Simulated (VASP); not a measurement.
Write the native input for VASP 6.6.1 that does the following.

| Quantity | Value |
| --- | --- |
| Task | relaxation of the atoms |
| Functional | PBE |
| Dispersion | D3(BJ) |
| Potentials or basis | VASP PAW PBE potentials, release 64 (Al, Ti_sv) |
| Cutoff | 520 eV |
| k mesh | 3 × 3 × 3 |
| Occupations | fermi-dirac, width 0.15 eV |
| Spin | no spin polarisation |
| Dipole correction | no |
| Further INCAR settings | LREAL = Auto; ALGO = Normal; EDIFF = 1e-06; IBRION = 2; EDIFFG = -0.03; NSW = 80 |

The structure of TiAl30 (a cell with a defect) lies in POSCAR:

```
TiAl30
1.0
    8.1000000000      0.0000000000      0.0000000000
    0.0000000000      8.1000000000      0.0000000000
    0.0000000000      0.0000000000      8.1000000000
Al Ti
30 1
Direct
    0.4951579000      0.0050227000      0.0012391000
    0.7477484000      0.2488879000      0.0038373000
    0.7505856000     -0.0024224000      0.2549431000
    0.0018178000      0.0061732000     -0.0028977000
    0.2541813000      0.2466731000     -0.0004439000
    0.5070382000      0.5032528000     -0.0005510000
    0.7453010000      0.7526348000      0.0028023000
    0.2503849000     -0.0048379000      0.2498264000
    0.5022615000      0.2470815000      0.2453183000
    0.7457912000      0.5097491000      0.2501761000
    0.4974745000      0.0000604000      0.5044940000
    0.7476771000      0.2536979000      0.5075348000
    0.7538145000      0.0002819000      0.7502782000
    0.0039510000      0.5053023000      0.0005123000
    0.2435063000      0.7455726000     -0.0023711000
   -0.0036331000      0.2484399000      0.2492914000
    0.2547351000      0.5018841000      0.2499718000
   -0.0023887000      0.0003226000      0.5004831000
    0.2598698000      0.2450672000      0.4973711000
    0.4963218000      0.5059157000      0.5037377000
    0.7527503000      0.7386935000      0.5037465000
    0.2455583000      0.0027677000      0.7418155000
    0.5038422000      0.2507778000      0.7514771000
    0.7487823000      0.5065054000      0.7504615000
   -0.0008321000      0.7538616000      0.2589733000
   -0.0017460000      0.4956911000      0.5003035000
   -0.0031986000      0.2590617000      0.7485534000
    0.2518101000      0.5010928000      0.7502330000
    0.5046413000      0.7522554000      0.7541636000
   -0.0002931000      0.7525652000      0.7498596000
    0.5013617000      0.7538015000      0.2482362000
```

One way to write it, as run:

INCAR

```
SYSTEM = TiAl30
ALGO     = Normal         ! electronic algorithm
EDIFF    = 1E-6           ! SCF threshold, eV
EDIFFG   = -0.03          ! ionic threshold
ENCUT    = 520            ! plane-wave cutoff, eV
GGA      = PE             ! functional
IBRION   = 2              ! ionic algorithm
ISIF     = 2              ! what is computed and relaxed
ISMEAR   = -1             ! smearing method
IVDW     = 12             ! dispersion correction
KPAR     = 4            
LASPH    = .True.         ! aspherical terms in the spheres
LCHARG   = .False.        ! write CHGCAR
LREAL    = Auto         
LWAVE    = .False.        ! write WAVECAR
NELM     = 80             ! most SCF steps
NSW      = 80             ! ionic steps
PREC     = Accurate       ! precision mode
SIGMA    = 0.15           ! smearing width, eV
```

KPOINTS

```
k-points
0
Gamma
  3 3 3
  0 0 0
```

Potentials or basis: VASP PAW PBE potentials, release 64 (Al, Ti_sv).

Command:

```console
$ cat potpaw_PBE.64/Al/POTCAR potpaw_PBE.64/Ti_sv/POTCAR > POTCAR
$ mpirun -np 4 vasp_std > vasp.out
```

Results of the run:

* Energy gained by relaxing: 8.0 meV/atom
* Ionic steps: 10
* Pressure after relaxing: -4.5 GPa
* Largest force after relaxing: 0.027 eV/Å
* Band gap on the k mesh: zero (bands 51 and 52 overlap by 0.07 eV)
* Dispersion energy per atom: -0.331 eV

Wall time 11 min on 4 MPI ranks on Intel(R) Xeon(R) 6975P-C (Granite Rapids), on a shared host, peak memory 0.75 GiB a rank.
